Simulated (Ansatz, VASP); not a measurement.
## SrAl2O5: VASP beside Ansatz

```
Sr Al O
1.0
     1.91126   -5.37948    0.00000
     1.91126    5.37948    0.00000
     0.00000    0.00000   10.54091
Sr Al O
2 4 10
Direct
  0.12725 0.87275 0.75000
  0.87275 0.12725 0.25000
  0.81170 0.18830 0.58147
  0.81170 0.18830 0.91853
  0.18830 0.81170 0.41853
  0.18830 0.81170 0.08147
  0.98234 0.01766 0.56804
  0.27833 0.72167 0.56664
  0.98234 0.01766 0.93196
  0.27833 0.72167 0.93336
  0.76841 0.23159 0.75000
  0.01766 0.98234 0.43196
  0.72167 0.27833 0.43336
  0.01766 0.98234 0.06804
  0.72167 0.27833 0.06664
  0.23159 0.76841 0.25000
```

Alike in both runs: task relaxation of cell and atoms; functional PBE; k mesh 6 × 6 × 2; occupations gaussian, width 0.02 eV; no spin polarisation.

```csv
,VASP,Ansatz
version,VASP 6.6.1,Ansatz 0.2.0
potentials or method,"VASP PAW PBE potentials, release 64 (Sr_sv, Al, O), cutoff 600 eV","scalar-relativistic, plane waves, PAW"
valence electrons in the cell,92,92
```

VASP gave:

| Item | Value |
| --- | --- |
| gap on the k mesh at the Fermi level, each at its own relaxed structure (eV) | 2.71 |
| relaxed volume (Å³/atom) | 13.56 |
| relaxed length of the cell vector where the two differ most in proportion (Å) | 10.535 |

Question: What did Ansatz give for the same quantities?

Answer: gap on the k mesh at the Fermi level, each at its own relaxed structure (eV): 2.76; relaxed volume (Å³/atom): 13.56; relaxed length of the cell vector where the two differ most in proportion (Å): 10.526.
